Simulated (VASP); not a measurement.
Runs of VASP 6.6.1 on Hg. The structure is that of space group Fm-3m (No. 225), or close to it. The cells are those of the table. 

```tsv
spin	cell	k mesh	gap on the mesh (eV)	pressure (GPa)
non-collinear, zero start, SOC	a = 3.564 Å, angles 60.0°, 1 atom	11 × 11 × 11	-	-0.4
off	a = 3.564 Å, angles 60.0°, 1 atom	12 × 12 × 12	-	0.0
off	a = 3.564 Å, angles 60.0°, 1 atom	18 × 18 × 18	-	0.0
off	a = 3.415 Å, angles 60.0°, 1 atom	12 × 12 × 12	none	(a)
off	a = 3.701 Å, angles 60.0°, 1 atom	12 × 12 × 12	(b)	-0.5
```

Alike in all rows: task single point; level PBE; potentials or basis VASP PAW PBE potentials, release 64 (Hg); cutoff (eV) 520; smearing fermi-dirac 0.1 eV.

**Question.** Estimate the missing entries.

**Answer.** (a) 0.7; (b) 0.82.

Caveats: spin-orbit coupling is left out, which moves the levels of the heavy elements (at least some runs).

A k mesh can miss the band edges, and rows without SOC leave out spin-orbit coupling on Hg.

A gap of «none» marks levels without a gap at the run's occupations.
